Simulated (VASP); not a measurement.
Set up this calculation in VASP 6.6.1, as the native input.

```
Task                   : relaxation of cell and atoms
Functional             : PBEsol
Potentials or basis    : VASP PAW PBE potentials, release 64 (Mo_sv)
Cutoff                 : 600 eV
k mesh                 : 18 × 18 × 18
Occupations            : gaussian, width 0.1 eV
Spin                   : no spin polarisation
Target pressure        : 10 GPa
Dipole correction      : no
Further INCAR settings : ALGO = Normal; EDIFF = 1e-07; IBRION = 2; EDIFFG = -0.008; NSW = 70; ISIF = 3
```

The structure of Mo lies in POSCAR:

```
Mo
1.0
   -1.5473119596      1.5473119596      1.5473119596
    1.5473119596     -1.5473119596      1.5473119596
    1.5473119596      1.5473119596     -1.5473119596
Mo
1
Direct
    0.0000000000      0.0000000000      0.0000000000
```

The input as run:

INCAR

```
SYSTEM = Mo
  ALGO = Normal
  EDIFF = 1E-7
  EDIFFG = -0.008
  ENCUT = 600
  GGA = PS
  IBRION = 2
  ISIF = 3
  ISMEAR = 0
  LASPH = .True.
  LCHARG = .False.
  LREAL = .False.
  LWAVE = .False.
  NELM = 60
  NSW = 70
  PREC = Accurate
  PSTRESS = 100.0
  SIGMA = 0.1
```

KPOINTS

```
k-points
0
Gamma
  18 18 18
  0 0 0
```

Potentials or basis: VASP PAW PBE potentials, release 64 (Mo_sv).

The run is started by

```bash
$ cat potpaw_PBE.64/Mo_sv/POTCAR > POTCAR
$ mpirun -np 1 vasp_std > vasp.out
```

Results of the run:

- Relaxed volume: 14.85 Å³/atom
- Relaxed cell: a = 2.682 Å, b = 2.682 Å, c = 2.682 Å, α = 109.47°, β = 109.47°, γ = 109.47°
- Space group after relaxing (to 0.05 Å): Im-3m (No. 229)
- Energy change on relaxing (the enthalpy is what falls): -2.0 meV/atom
- Ionic steps: 3
- Pressure after relaxing: 10.0 GPa
- Band gap on the k mesh: zero (band 7 reaches 17.62 eV, above the bottom of band 8 at 11.84 eV)

Caveat: the cell is relaxed towards a set pressure, so the enthalpy falls and the energy may rise; the PAW data sets were made with another functional, which shifts forces and pressure a little.

It took 22 s on 1 thread of Intel(R) Xeon(R) 6975P-C (Granite Rapids) (shared host), peak memory 0.17 GiB.
